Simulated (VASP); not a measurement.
Here is a VASP 6.6.1 calculation.

Contents of INCAR:

```
  ALGO = Normal
  EDIFF = 1E-6
  ENCUT = 520
  GGA = PS
  ISIF = 2
  ISMEAR = -1
  LASPH = T
  LCHARG = F
  LREAL = F
  LWAVE = F
  NBANDS = 15
  NELM = 80
  PREC = Accurate
  SIGMA = 0.15
```

The input KPOINTS:

```
k-points
0
Gamma
  11 11 11
```

File POSCAR:

```
TiC
1.0
    0.0000000000      2.1657188450      2.1657188450
    2.1657188450      0.0000000000      2.1657188450
    2.1657188450      2.1657188450      0.0000000000
Ti C
1 1
Direct
    0.0000000000      0.0000000000      0.0000000000
    0.5000000000      0.5000000000      0.5000000000
```

Potentials or basis: VASP PAW PBE potentials, release 64 (Ti_sv, C).

Launch:

```console
$ cat potpaw_PBE.64/Ti_sv/POTCAR potpaw_PBE.64/C/POTCAR > POTCAR
$ mpirun -np 1 vasp_std > vasp.out
```

Task: Estimate the pressure.

Result: -6.4 GPa.

Task: Predict the band gap on the k mesh.

Result: Zero (band 8 reaches 9.97 eV, above the bottom of band 9 at 8.89 eV).

Caveat: the PAW data sets were made with another functional, which shifts forces and pressure a little.
